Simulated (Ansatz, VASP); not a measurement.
Two plane-wave programs on ScAl4N

```
CELL_PARAMETERS angstrom
0.00000 3.70715 3.70715
3.70715 0.00000 3.70715
3.70715 3.70715 0.00000
ATOMIC_POSITIONS crystal
Sc 0.75000 0.75000 0.75000
Al 0.12405 0.12405 0.62786
Al 0.12405 0.12405 0.12405
Al 0.62786 0.12405 0.12405
Al 0.12405 0.62786 0.12405
N 0.50000 0.50000 0.50000
```

Change from the starting cell: species swapped into the LaCeRh4 type (F-43m, No. 216).

Alike in both runs: functional PBE; k mesh 10 × 10 × 10; occupations gaussian, width 0.1 eV; no spin polarisation.

Ansatz relaxed the structure, and its values are those at the end. VASP's run is a single point on that final structure, the one shown.

|  | VASP | Ansatz |
| --- | --- | --- |
| version | VASP 6.6.1 | Ansatz 0.2.0 |
| potentials or method | VASP PAW PBE potentials, release 64 (Sc_sv, Al, N), cutoff 520 eV | scalar-relativistic, plane waves, PAW |
| valence electrons in the cell | 28 | 28 |

|  | VASP | Ansatz | Ansatz less VASP |
| --- | --- | --- | --- |
| gap on the k mesh at the Fermi level (eV) | none | none | - |
| pressure (GPa) | 0.0 | 0.0 | 0.00 |
| rms of the force components (eV/Å) | 0.007 | 0.004 | -0.0022 |

A gap of «none» marks a metal or a gap that the smearing closes.
